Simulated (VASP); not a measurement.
Input of a VASP 6.6.1 run:

The input INCAR:

```
SYSTEM = Rb3Pt
  PREC = Accurate
  ENCUT = 520
  EDIFF = 1E-6
  ISMEAR = -1
  SIGMA = 0.05
  LREAL = .False.
  LASPH = .True.
  NELM = 100
  ALGO = Normal
  ISIF = 2
  LWAVE = .False.
  LCHARG = .True.
  GGA = PE
  LELF = .True.
  LVHAR = .True.
  NBANDS = 26
```

Contents of KPOINTS:

```
Automatic mesh
0
Gamma
  5 5 5
  0 0 0
```

POSCAR

```
Rb3Pt
1.0
    5.4618842571      0.0000000000      0.0000000000
    0.0000000000      5.4618842571      0.0000000000
    0.0000000000      0.0000000000      5.4618842571
Pt Rb
1 3
Direct
    0.5000000000      0.5000000000      0.5000000000
    0.5000000000      0.0000000000      0.0000000000
    0.0000000000      0.5000000000      0.0000000000
    0.0000000000      0.0000000000      0.5000000000
```

Potentials or basis: VASP PAW PBE potentials, release 64 (Pt, Rb_sv).

The run is started by

```bash
$ cat potpaw_PBE.64/Pt/POTCAR potpaw_PBE.64/Rb_sv/POTCAR > POTCAR
$ mpirun -np 1 vasp_std > vasp.out
```

Problem. Estimate the band gap on the k mesh.

Solution. Zero (an odd number of electrons rules out a gap without spin polarisation).

Problem. Estimate the pressure.

Solution. 0.1 GPa.

Caveat: spin-orbit coupling is left out, which moves the levels of the heavy elements.
